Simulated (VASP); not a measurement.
# HfN in VASP: further runs

Runs on HfN. Level: r2SCAN. Tasks: single point.

Program: VASP 6.6.1. These are calculated values, not measurements. Logs are shortened: lines on timing, memory, paths and dates and some standing lists are left out, and cuts for length are marked.

### Step 1. The cell of the first run

Symmetry: P6_3/mmc, No. 194, hexagonal system. The conventional cell has a = 3.102 Å, b = 3.102 Å, c = 5.362 Å, α = 90.00°, β = 90.00°, γ = 120.00°. Hf (site symmetry -6m2) has 6 N at 2.24 Å and 12 Hf at 3.10 to 3.22 Å within 3.3 Å. Within 3.2 Å of N (site symmetry -3m) lie 6 Hf at 2.24 Å and 8 N at 2.68 to 3.10 Å.

### Step 2. Single point, r2SCAN

Input file POSCAR:

```
HfN
1.0
    3.1022502209      0.0000000000      0.0000000000
   -1.5511251105      2.6866275002      0.0000000000
    0.0000000000      0.0000000000      5.3620491535
Hf N
2 2
Direct
    0.3333333333      0.6666666667      0.2500000000
    0.6666666667      0.3333333333      0.7500000000
    0.0000000000      0.0000000000      0.5000000000
    0.0000000000      0.0000000000      0.0000000000
```

Input file INCAR.step1:

```
SYSTEM = HfN
PREC = Accurate ; ENCUT = 520
ISMEAR = -1 ; SIGMA = 0.02
LREAL = .FALSE. ; LASPH = .TRUE.
NELM = 60 ; NBANDS = 23
GGA = PE ; ALGO = Normal
EDIFF = 1E-4 ; LWAVE = .TRUE.
LCHARG = .FALSE.
```

Input file INCAR.step2:

```
SYSTEM = HfN
PREC = Accurate ; ENCUT = 520
EDIFF = 1E-6 ; ISMEAR = -1
SIGMA = 0.02 ; LREAL = .FALSE.
LASPH = .TRUE. ; NELM = 60
ALGO = Normal ; ISIF = 2
LWAVE = .FALSE. ; LCHARG = .TRUE.
METAGGA = R2SCAN ; LMIXTAU = .TRUE.
LELF = .TRUE. ; LVHAR = .TRUE.
NBANDS = 23 ; ISTART = 1
```

Input file KPOINTS:

```
regular mesh
0
G
  11 11 6
  0 0 0
```

Potentials or basis: VASP PAW PBE potentials, release 64 (Hf_pv, N).

Run with:

```console
cat potpaw_PBE.64/Hf_pv/POTCAR potpaw_PBE.64/N/POTCAR > POTCAR
cp INCAR.step1 INCAR
mpirun -np 1 vasp_std > vasp.out
cp INCAR.step2 INCAR
mpirun -np 1 vasp_std > vasp.out
```

OUTCAR:

```text
SYSTEM = HfN
   PREC = Accurate
   ENCUT = 520
   EDIFF = 1E-6
   ISMEAR = -1
   LREAL = .FALSE.
   LASPH = .TRUE.
   NELM = 60
   ISIF = 2
   METAGGA = R2SCAN
   ISTART = 1

 ion  position               nearest neighbor table
   1  0.333  0.667  0.250-   3 2.24   4 2.24   3 2.24   4 2.24   3 2.24   4 2.24   2 3.22   2 3.22
                             2 3.22   2 3.22   2 3.22   2 3.22
   2  0.667  0.333  0.750-   3 2.24   4 2.24   3 2.24   4 2.24   3 2.24   4 2.24   1 3.22   1 3.22
                             1 3.22   1 3.22   1 3.22   1 3.22
   3  0.000  0.000  0.500-   1 2.24   2 2.24   2 2.24   1 2.24   2 2.24   1 2.24
   4  0.000  0.000  0.000-   1 2.24   2 2.24   2 2.24   1 2.24   2 2.24   1 2.24

  LATTYP: Found a hexagonal cell.
 ALAT       =     3.1022502209
 C/A-ratio  =     1.7284386402

  Lattice vectors:

 A1 = (   3.1022502209,   0.0000000000,   0.0000000000)
 A2 = (  -1.5511251105,   2.6866275002,   0.0000000000)
 A3 = (   0.0000000000,   0.0000000000,   5.3620491535)

Analysis of symmetry for initial positions (statically):
=====================================================================
 Subroutine PRICEL returns:
 Original cell was already a primitive cell.

 Routine SETGRP: Setting up the symmetry group for a
 hexagonal supercell.

 Subroutine GETGRP returns: Found 24 space group operations
 (whereof 12 operations were pure point group operations)
 out of a pool of 24 trial point group operations.

The static configuration has the point symmetry D_3d.
 The point group associated with its full space group is D_6h.

Analysis of symmetry for dynamics (positions and initial velocities):
=====================================================================
 Subroutine PRICEL returns:
 Original cell was already a primitive cell.

 Routine SETGRP: Setting up the symmetry group for a
 hexagonal supercell.

 Subroutine GETGRP returns: Found 24 space group operations
 (whereof 12 operations were pure point group operations)
 out of a pool of 24 trial point group operations.

The dynamic configuration has the point symmetry D_3d.
 The point group associated with its full space group is D_6h.

 Subroutine INISYM returns: Found 24 space group operations
 (whereof 12 operations are pure point group operations),
 and found     1 'primitive' translations

----------------------------------------------------------------------------------------
[... 96 lines left out ...]
   NELM   =     60;   NELMIN=  2; NELMDL=  0     # of ELM steps
   EDIFF  = 0.1E-05   stopping-criterion for ELM
   LREAL  =      F    real-space projection
   EDIFFG = 0.1E-04   stopping-criterion for IOM
   NSW    =      0    number of steps for IOM
   IBRION =     -1    ionic relax: 0-MD 1-quasi-New 2-CG
   NFREE  =      0    steps in history (QN), initial steepest desc. (CG)
   ISIF   =      2    stress and relaxation
   ISYM   =      2    0-nonsym 1-usesym 2-fastsym
   POTIM  = 0.5000    time-step for ionic-motion
   TEBEG  =    0.0;   TEEND  =   0.0 temperature during run
   PSTRESS=    0.0 pullay stress
   NELECT =      30.0000    total number of electrons
   NUPDOWN=      -1.0000    fix difference up-down
   EMIN   =  10.00;   EMAX   =-10.00  energy-range for DOS
   EFERMI =   0.00;   METHOD = LEGACY
   ISMEAR =    -1;   SIGMA  =   0.02  broadening in eV -4-tet -1-fermi 0-gaus
   EFERMI_NEDOS =   21; number of points for ismear=-14 and -15
   IALGO  =     38    algorithm
   IMIX   =      4    mixing-type and parameters
     AMIX     =   0.40;   BMIX     =  1.00
     AMIX_MAG =   1.60;   BMIX_MAG =  1.00
  volume/ion in A,a.u.               =      11.17        75.40
  Fermi-wavevector in a.u.,A,eV,Ry     =   1.433431  2.708792 27.956236  2.054725
  Thomas-Fermi vector in A             =   2.552950
   LORBIT       =      0    0 simple, 1 ext, 2 COOP (PROOUT), +10 PAW based schemes
   METAGGA = R2SCAN    functional components
   LHFCALC =     F    Hartree Fock is set to
   AEXX    =    0.0000 exact exchange contribution
   IVDW    =     0    specifies the selected vdW correction
   LEPSILON=     F    determine dielectric tensor
   LRPA    =     F    only Hartree local field effects (RPA)
 non-spin polarized calculation
  energy-cutoff  :      520.00
  volume of cell :       44.69
 maximum number of plane-waves:      1216
 NGX is ok and might be reduce to    24
   NGX = 11   NGY = 11   NGZ = 19

 number of electron      29.9999998 magnetization

 Free energy of the ion-electron system (eV)
  ---------------------------------------------------
  ext. energy  EPLUGINS =         0.00000000
  ---------------------------------------------------
  free energy    TOTEN  =      -116.36979767 eV

  energy without entropy =     -116.36870470  energy(sigma->0) =     -116.36925119

 E-fermi :   8.1326     XC(G=0): -13.7893

 val. band max:        8.0940823218   @ k =   0.1818   0.0909   0.5000
 cond. band min:       8.1620793753   @ k =   0.3636   0.2727   0.3333
 fundamental gap:      0.0679970535
 Fermi energy:         8.1325521717

 k-point     1 :       0.0000    0.0000    0.0000
  band No.  band energies     occupation
      1     -24.7555      2.00000
      2     -23.7810      2.00000
      3     -23.6706      2.00000
      4     -23.6706      2.00000
      5     -23.6089      2.00000
      6     -23.6089      2.00000
[... 613 lines left out ...]
     22      14.0889      0.00000
     23      14.4022      0.00000

 [... further k-points ...]

------------------------ aborting loop because EDIFF is reached ----------------------------------------

  FORCE on cell =-STRESS in cart. coord.  units (eV):
  Direction    XX          YY          ZZ          XY          YZ          ZX
  --------------------------------------------------------------------------------------
  -------------------------------------------------------------------------------------
  Total        2.4515881      2.4515881      2.5724958     -0.0000000      0.0000000     -0.0000000
  in kB       87.8907172     87.8907172     92.2253225     -0.0000000      0.0000000     -0.0000000
  external PRESSURE =      89.3355857 kB  Pullay stress =       0.0000000 kB

 VOLUME and BASIS-vectors are now :
 -----------------------------------------------------------------------------
  energy-cutoff  :      520.00
  volume of cell :       44.69
      direct lattice vectors                 reciprocal lattice vectors
     3.102250221  0.000000000  0.000000000     0.322346661  0.186106931  0.000000000
    -1.551125110  2.686627500  0.000000000     0.000000000  0.372213863  0.000000000
     0.000000000  0.000000000  5.362049154     0.000000000  0.000000000  0.186495866

 POSITION                                       TOTAL-FORCE (eV/Angst)
 -----------------------------------------------------------------------------------
     -0.00000      1.79109      1.34051         0.000000      0.000000      0.000000
      1.55113      0.89554      4.02154        -0.000000     -0.000000      0.000000
      0.00000      0.00000      2.68102        -0.000000      0.000000      0.000000
      0.00000      0.00000      0.00000         0.000000      0.000000      0.000000
 -----------------------------------------------------------------------------------
    total drift:                               -0.000000      0.000000     -0.000000

  FREE ENERGIE OF THE ION-ELECTRON SYSTEM (eV)
  ---------------------------------------------------
  free  energy   TOTEN  =      -116.3697976742 eV

  energy  without entropy=     -116.3687047032  energy(sigma->0) =     -116.36925119
```

OUTCAR.step1:

```text
SYSTEM = HfN
   PREC = Accurate
   ENCUT = 520
   ISMEAR = -1
   LREAL = .FALSE.
   LASPH = .TRUE.
   NELM = 60
[... 856 lines left out ...]
      1.55113      0.89554      4.02154        -0.000000     -0.000000      0.000000
      0.00000      0.00000      2.68102         0.000000     -0.000000      0.000000
      0.00000      0.00000      0.00000         0.000000     -0.000000      0.000000
 -----------------------------------------------------------------------------------
    total drift:                               -0.000000      0.000000     -0.000000

  FREE ENERGIE OF THE ION-ELECTRON SYSTEM (eV)
  ---------------------------------------------------
  free  energy   TOTEN  =       -43.3290105381 eV

  energy  without entropy=      -43.3283714937  energy(sigma->0) =      -43.32869102
```

Run time: 5.9 min. Hardware: 1 thread of Intel Xeon 8259CL, shared host; peak memory 0.21 GiB.

What came out:

```yaml
Free_energy: -116.3698 eV
Pressure: 8.9 GPa
Band_gap_on_the_k_mesh: zero (bands 15 and 16 overlap by 2.53 eV)
```

Levels at points of the mesh, in eV from the Fermi level:
```tsv
k point	band 11	band 12	band 13	band 14	band 15	band 16	band 17	band 18	band 19	band 20
(0.00, 0.00, 0.00)	-5.06	-3.89	-3.89	-1.90	-0.38	0.98	0.98	1.50	2.22	2.22
(0.00, 0.00, 0.50)	-4.70	-4.70	-4.70	-4.70	2.16	2.16	3.28	3.28	3.28	3.28
```

Caveat: the cell stands under pressure; the PAW data sets were made with another functional, which shifts forces and pressure a little; spin-orbit coupling is left out, which moves the levels of the heavy elements.

### Step 3. Single point, r2SCAN

This run uses another cell than the first one, of 11.52 Å³/atom.

Input file POSCAR:

```
HfN
1.0
    3.1339080219      0.0000000000      0.0000000000
   -1.5669540110      2.7140439601      0.0000000000
    0.0000000000      0.0000000000      5.4167677200
Hf N
2 2
Direct
    0.3333333333      0.6666666667      0.2500000000
    0.6666666667      0.3333333333      0.7500000000
    0.0000000000      0.0000000000      0.5000000000
    0.0000000000      0.0000000000      0.0000000000
```

Input file INCAR.step1:

```
  PREC = Accurate
  ENCUT = 520
  ISMEAR = -1
  SIGMA = 0.02
  LREAL = F
  LASPH = T
  NELM = 80
  NBANDS = 23
  GGA = PE
  ALGO = Normal
  EDIFF = 1E-4
  LWAVE = T
  LCHARG = F
```

Input file INCAR.step2:

```
  PREC = Accurate
  ENCUT = 520
  EDIFF = 1E-7
  ISMEAR = -1
  SIGMA = 0.02
  LREAL = F
  LASPH = T
  NELM = 80
  ALGO = Normal
  ISIF = 2
  LWAVE = F
  LCHARG = F
  METAGGA = R2SCAN
  LMIXTAU = T
  NBANDS = 23
  ISTART = 1
```

Input file KPOINTS:

```
Automatic mesh
0
Gamma
  11 11 6
```

Potentials or basis: VASP PAW PBE potentials, release 64 (Hf_pv, N).

Run with:

```console
cat potpaw_PBE.64/Hf_pv/POTCAR potpaw_PBE.64/N/POTCAR > POTCAR
cp INCAR.step1 INCAR
mpirun -np 1 vasp_std > vasp.out
cp INCAR.step2 INCAR
mpirun -np 1 vasp_std > vasp.out
```

Run time: 6.6 min. Hardware: 1 thread of Intel Xeon 8259CL, shared host; peak memory 0.21 GiB.

The run converged. Its results:

```yaml
Free_energy: -116.4077 eV
Pressure: -0.3 GPa
Band_gap_on_the_k_mesh: zero (bands 15 and 16 overlap by 2.46 eV)
```

Stress tensor (GPa, compression positive):
```
-0.40  0.00  0.00
 0.00 -0.40  0.00
 0.00  0.00 -0.11
```

Levels at points of the mesh, in eV from the Fermi level:
| k point | band 13 | band 14 | band 15 | band 16 | band 17 | band 18 |
| --- | --- | --- | --- | --- | --- | --- |
| (0.00, 0.00, 0.00) | -3.80 | -1.90 | -0.36 | 0.97 | 0.97 | 1.30 |
| (0.00, 0.00, 0.50) | -4.58 | -4.58 | 2.08 | 2.08 | 3.17 | 3.17 |

Caveat: the PAW data sets were made with another functional, which shifts forces and pressure a little; spin-orbit coupling is left out, which moves the levels of the heavy elements.

### Step 4. Single point, r2SCAN

This run uses another cell than the first one, of 11.86 Å³/atom.

Input file POSCAR:

```
HfN
1.0
    3.1649388323      0.0000000000      0.0000000000
   -1.5824694162      2.7409174302      0.0000000000
    0.0000000000      0.0000000000      5.4704025717
Hf N
2 2
Direct
    0.3333333333      0.6666666667      0.2500000000
    0.6666666667      0.3333333333      0.7500000000
    0.0000000000      0.0000000000      0.5000000000
    0.0000000000      0.0000000000      0.0000000000
```

Input file INCAR.step1:

```
SYSTEM = HfN
  PREC = Accurate
  ENCUT = 520
  ISMEAR = -1
  SIGMA = 0.02
  LREAL = .FALSE.
  LASPH = .TRUE.
  NELM = 60
  NBANDS = 23
  GGA = PE
  ALGO = Normal
  EDIFF = 1E-4
  LWAVE = .TRUE.
  LCHARG = .FALSE.
```

Input file INCAR.step2:

```
SYSTEM = HfN
  PREC = Accurate
  ENCUT = 520
  EDIFF = 1E-6
  ISMEAR = -1
  SIGMA = 0.02
  LREAL = .FALSE.
  LASPH = .TRUE.
  NELM = 60
  ALGO = Normal
  ISIF = 2
  LWAVE = .FALSE.
  LCHARG = .FALSE.
  METAGGA = R2SCAN
  LMIXTAU = .TRUE.
  NBANDS = 23
  ISTART = 1
```

Input file KPOINTS:

```
Automatic mesh
0
G
  11 11 6
  0 0 0
```

Run with:

```console
cat potpaw_PBE.64/Hf_pv/POTCAR potpaw_PBE.64/N/POTCAR > POTCAR
cp INCAR.step1 INCAR
mpirun -np 1 vasp_std > vasp.out
cp INCAR.step2 INCAR
mpirun -np 1 vasp_std > vasp.out
```

Run time: 5.4 min. Hardware: 1 thread of Intel Xeon 8259CL, shared host; peak memory 0.21 GiB.

Results (log left out):

```yaml
Free_energy: -116.3721 eV
Pressure: -8.2 GPa
Band_gap_on_the_k_mesh: zero (bands 15 and 16 overlap by 2.39 eV)
```

Stress tensor (GPa, compression positive):
```
-8.24  0.00  0.00
 0.00 -8.24  0.00
 0.00  0.00 -8.04
```

Levels at points of the mesh, in eV from the Fermi level:
```csv
k point,band 11,band 12,band 13,band 14,band 15,band 16,band 17,band 18,band 19,band 20
"(0.00, 0.00, 0.00)",-4.83,-3.72,-3.72,-1.90,-0.34,0.95,0.95,1.11,2.10,2.10
"(0.00, 0.00, 0.50)",-4.48,-4.48,-4.48,-4.48,2.00,2.00,3.07,3.07,3.07,3.07
```

Caveat: the cell stands under tension; the PAW data sets were made with another functional, which shifts forces and pressure a little; spin-orbit coupling is left out, which moves the levels of the heavy elements.

(Part 1 of 2 ends here.)

The gap in the log of VASP goes by the Fermi energy; the results here count the filled bands.